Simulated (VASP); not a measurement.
TePb:

```
CELL_PARAMETERS angstrom
0.00000 3.27090 3.27090
3.27090 0.00000 3.27090
3.27090 3.27090 0.00000
ATOMIC_POSITIONS crystal
Te 0.00000 0.00000 0.00000
Pb 0.50000 0.50000 0.50000
```

Base run:

```yaml
Program: VASP 6.6.1
Functional: r2SCAN
Potentials_or_basis: VASP PAW PBE potentials, release 64 (Te, Pb_d)
Cutoff: 550 eV
k_mesh: 4 × 4 × 4
Occupations: gaussian, width 0.1 eV
Spin: no spin polarisation
```

Its results: band gap on the k mesh 1.10 eV; pressure -0.1 GPa.

**Question.** The run is repeated on the same cell with these changes: functional from r2SCAN to LDA; potentials or basis from VASP PAW PBE potentials, release 64 (Te, Pb_d) to VASP PAW LDA potentials, release 64 (Te, Pb_d); cutoff from 550 eV to 500 eV. What comes out?

**Answer.** Band gap on the k mesh 0.71 eV; pressure -3.0 GPa.

Caveats: spin-orbit coupling is left out, which moves the levels of the heavy elements; the PAW data sets were made with another functional, which shifts forces and pressure a little (at least some runs); the cell stands under tension (at least some runs).

A k mesh can miss the band edges.
